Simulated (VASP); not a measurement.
# Cd3HgSe4 (P-4m2) in VASP: single point with PBE

Aim: the single point of Cd3HgSe4 with PBE.

All numbers are computed with VASP 6.6.1; they aren't measurements. Logs are shortened: lines on timing, memory, paths and dates and some standing lists are left out, and cuts for length are marked.

## (1) The cell of the first run

The structure is tetragonal, space group P-4m2 (No. 115). Conventional cell: a = 4.398 Å, b = 4.398 Å, c = 12.393 Å, α = 90.00°, β = 90.00°, γ = 90.00°. Cd (site symmetry 2mm) has 4 Se at 2.68 Å within 3.5 Å. Within 3.5 Å of Cd (site symmetry -4m2) lie 4 Se at 2.68 Å. Within 3.6 Å of Hg (site symmetry -4m2) lie 4 Se at 2.71 Å. Within 3.5 Å of Se (site symmetry 2mm) lie 2 Cd at 2.68 Å and 2 Hg at 2.71 Å. Se (site symmetry 2mm) has 4 Cd at 2.68 Å within 3.5 Å.

## (2) Single point, PBE

Input file POSCAR:

```
Cd3HgSe4
1.0
    4.3977402514      0.0000000000      0.0000000000
    0.0000000000      4.3977402514      0.0000000000
    0.0000000000      0.0000000000     12.3927200483
Cd Hg Se
3 1 4
Direct
    0.0000000000      0.0000000000      0.7486142063
    0.0000000000      0.0000000000      0.2513857937
    0.5000000000      0.5000000000      0.5000000000
    0.5000000000      0.5000000000      0.0000000000
    0.5000000000      0.0000000000      0.8726469967
    0.0000000000      0.5000000000      0.1273530033
    0.5000000000      0.0000000000      0.3756999390
    0.0000000000      0.5000000000      0.6243000610
```

Input file INCAR.step1:

```
ALGO = Normal
EDIFF = 1E-7
ENCUT = 520
GGA = PE
ISIF = 2
ISMEAR = 0
LASPH = T
LCHARG = T
LREAL = F
LWAVE = F
NBANDS = 46
NELM = 80
PREC = Accurate
SIGMA = 0.01
```

Input file KPOINTS.step1:

```
k-points
0
Gamma
  8 8 4
```

Input file INCAR.step2:

```
ALGO = Normal
EDIFF = 1E-7
ENCUT = 520
GGA = PE
ICHARG = 11
ISIF = 2
ISMEAR = -5
LASPH = T
LCHARG = F
LORBIT = 11
LREAL = F
LWAVE = F
NEDOS = 2001
NELM = 80
PREC = Accurate
SIGMA = 0.01
```

Input file KPOINTS.step2:

```
k-points
0
Gamma
  12 12 6
```

Potentials or basis: VASP PAW PBE potentials, release 64 (Cd, Hg, Se).

Run with:

```console
$ cat potpaw_PBE.64/Cd/POTCAR potpaw_PBE.64/Hg/POTCAR potpaw_PBE.64/Se/POTCAR > POTCAR
$ cp INCAR.step1 INCAR
$ cp KPOINTS.step1 KPOINTS
$ mpirun -np 1 vasp_std > vasp.out
$ cp INCAR.step2 INCAR
$ cp KPOINTS.step2 KPOINTS
$ mpirun -np 1 vasp_std > vasp.out
```

OUTCAR:

```text
EDIFF = 1E-7
   ENCUT = 520
   GGA = PE
   ICHARG = 11
   ISIF = 2
   ISMEAR = -5
   LASPH = T
   LORBIT = 11
   LREAL = F
   NELM = 80
   PREC = Accurate

 ion  position               nearest neighbor table
   1  0.000  0.000  0.749-   5 2.68   5 2.68   8 2.68   8 2.68
   2  0.000  0.000  0.251-   6 2.68   6 2.68   7 2.68   7 2.68
   3  0.500  0.500  0.500-   7 2.68   8 2.68   7 2.68   8 2.68
   4  0.500  0.500  0.000-   5 2.71   6 2.71   5 2.71   6 2.71
   5  0.500  0.000  0.873-   1 2.68   1 2.68   4 2.71   4 2.71
   6  0.000  0.500  0.127-   2 2.68   2 2.68   4 2.71   4 2.71
   7  0.500  0.000  0.376-   3 2.68   3 2.68   2 2.68   2 2.68
   8  0.000  0.500  0.624-   3 2.68   3 2.68   1 2.68   1 2.68

  LATTYP: Found a simple tetragonal cell.
 ALAT       =     4.3977402514
 C/A-ratio  =     2.8179745369

  Lattice vectors:

 A1 = (   4.3977402514,   0.0000000000,   0.0000000000)
 A2 = (   0.0000000000,   4.3977402514,   0.0000000000)
 A3 = (   0.0000000000,   0.0000000000,  12.3927200483)

Analysis of symmetry for initial positions (statically):
=====================================================================
 Subroutine PRICEL returns:
 Original cell was already a primitive cell.

 Routine SETGRP: Setting up the symmetry group for a
 simple tetragonal supercell.

 Subroutine GETGRP returns: Found  8 space group operations
 (whereof  8 operations were pure point group operations)
 out of a pool of 16 trial point group operations.

The static configuration has the point symmetry D_2d.

Analysis of symmetry for dynamics (positions and initial velocities):
=====================================================================
 Subroutine PRICEL returns:
 Original cell was already a primitive cell.

 Routine SETGRP: Setting up the symmetry group for a
 simple tetragonal supercell.

 Subroutine GETGRP returns: Found  8 space group operations
 (whereof  8 operations were pure point group operations)
 out of a pool of 16 trial point group operations.

The dynamic configuration has the point symmetry D_2d.

 Subroutine INISYM returns: Found  8 space group operations
 (whereof  8 operations are pure point group operations),
 and found     1 'primitive' translations

----------------------------------------------------------------------------------------

                                     Primitive cell

  volume of cell :     239.6767

  direct lattice vectors                    reciprocal lattice vectors
[... 114 lines left out ...]
   EMIN   =  10.00;   EMAX   =-10.00  energy-range for DOS
   EFERMI =   0.00;   METHOD = LEGACY
   ISMEAR =    -5;   SIGMA  =   0.01  broadening in eV -4-tet -1-fermi 0-gaus
   EFERMI_NEDOS =   21; number of points for ismear=-14 and -15
   IALGO  =     38    algorithm
   IMIX   =      4    mixing-type and parameters
     AMIX     =   0.40;   BMIX     =  1.00
     AMIX_MAG =   1.60;   BMIX_MAG =  1.00
  volume/ion in A,a.u.               =      29.96       202.18
  Fermi-wavevector in a.u.,A,eV,Ry     =   1.096420  2.071934 16.356073  1.202137
  Thomas-Fermi vector in A             =   2.232762
   LORBIT       =     11    0 simple, 1 ext, 2 COOP (PROOUT), +10 PAW based schemes
   GGA     = PE    functional components
   LHFCALC =     F    Hartree Fock is set to
   AEXX    =    0.0000 exact exchange contribution
   IVDW    =     0    specifies the selected vdW correction
   LEPSILON=     F    determine dielectric tensor
   LRPA    =     F    only Hartree local field effects (RPA)
 non-spin polarized calculation
 Fermi weights with tetrahedron method with Bloechl corrections
  energy-cutoff  :      520.00
  volume of cell :      239.68
 maximum number of plane-waves:      6504
 NGX is ok and might be reduce to    36

 number of electron      71.9999998 magnetization

 Free energy of the ion-electron system (eV)
  ---------------------------------------------------
  ext. energy  EPLUGINS =         0.00000000
  ---------------------------------------------------
  free energy    TOTEN  =       -20.56924352 eV

  energy without entropy =      -20.56924352  energy(sigma->0) =      -20.56924352

 E-fermi :   0.6585     XC(G=0):  -8.6395

 val. band max:        0.6489439405   @ k =   0.0000   0.0000   0.0000
 cond. band min:       0.7317170420   @ k =   0.0000   0.0000   0.0000
 fundamental gap:      0.0827731015
 Fermi energy:         0.6584600529

 k-point     1 :       0.0000    0.0000    0.0000
  band No.  band energies     occupation
      1     -11.8309      2.00000
      2     -11.5940      2.00000
      3     -11.5842      2.00000
      4     -11.3624      2.00000
      5      -7.2082      2.00000
      6      -7.2082      2.00000
[... 1093 lines left out ...]
     42       4.7441      0.00000
     43       6.0434      0.00000

 [... further k-points ...]
[... 5 lines left out ...]
  --------------------------------------------------------------------------------------
  -------------------------------------------------------------------------------------
  Total        0.3374872      0.3374872      0.3904031      0.0000000      0.0000000      0.0000000
  in kB        2.2560158      2.2560158      2.6097449      0.0000000      0.0000000      0.0000000
  external PRESSURE =       2.3739255 kB  Pullay stress =       0.0000000 kB

 VOLUME and BASIS-vectors are now :
 -----------------------------------------------------------------------------
  energy-cutoff  :      520.00
  volume of cell :      239.68
      direct lattice vectors                 reciprocal lattice vectors
     4.397740251  0.000000000  0.000000000     0.227389510  0.000000000  0.000000000
     0.000000000  4.397740251  0.000000000     0.000000000  0.227389510  0.000000000
     0.000000000  0.000000000 12.392720048     0.000000000  0.000000000  0.080692535

 POSITION                                       TOTAL-FORCE (eV/Angst)
 -----------------------------------------------------------------------------------
      0.00000      0.00000      9.27737         0.000000      0.000000      0.000873
      0.00000      0.00000      3.11535         0.000000      0.000000     -0.000873
      2.19887      2.19887      6.19636        -0.000000      0.000000      0.000000
      2.19887      2.19887      0.00000         0.000000     -0.000000      0.000000
      2.19887      0.00000     10.81447         0.000000      0.000000      0.001195
      0.00000      2.19887      1.57825         0.000000      0.000000     -0.001195
      2.19887      0.00000      4.65594         0.000000      0.000000      0.000358
      0.00000      2.19887      7.73678         0.000000      0.000000     -0.000358
 -----------------------------------------------------------------------------------
    total drift:                                0.000000      0.000000      0.000000

  FREE ENERGIE OF THE ION-ELECTRON SYSTEM (eV)
  ---------------------------------------------------
  free  energy   TOTEN  =       -20.5692435174 eV

  energy  without entropy=      -20.5692435174  energy(sigma->0) =      -20.56924352

 total charge

# of ion       s       p       d       tot
------------------------------------------
    1        0.439   0.284   9.552  10.276
    2        0.439   0.284   9.552  10.276
    3        0.437   0.284   9.553  10.275
    4        0.693   0.355   9.396  10.444
    5        1.455   2.323   0.023   3.801
    6        1.455   2.323   0.023   3.801
    7        1.447   2.365   0.019   3.831
    8        1.447   2.365   0.019   3.831
--------------------------------------------------
tot          7.814  10.583  38.137  56.534
```

OUTCAR.step1:

```text
EDIFF = 1E-7
   ENCUT = 520
   GGA = PE
   ISIF = 2
[... 1423 lines left out ...]
      2.19887      0.00000     10.81447         0.000000     -0.000000      0.001269
      0.00000      2.19887      1.57825         0.000000     -0.000000     -0.001269
      2.19887      0.00000      4.65594         0.000000     -0.000000      0.000318
      0.00000      2.19887      7.73678         0.000000     -0.000000     -0.000318
 -----------------------------------------------------------------------------------
    total drift:                                0.000000      0.000000      0.000000

  FREE ENERGIE OF THE ION-ELECTRON SYSTEM (eV)
  ---------------------------------------------------
  free  energy   TOTEN  =       -20.5678195456 eV

  energy  without entropy=      -20.5678195456  energy(sigma->0) =      -20.56781955
```

Run time: 49 min. Hardware: 1 thread of Oxide Virtual Turin-like, shared host; peak memory 1 GiB.

What came out:

```
Valence electrons inside the program's atomic spheres : Cd 10.28; Hg 10.44; Se 3.80, 3.83 (each value once)
```

Caveat: spin-orbit coupling is left out, which moves the levels of the heavy elements.
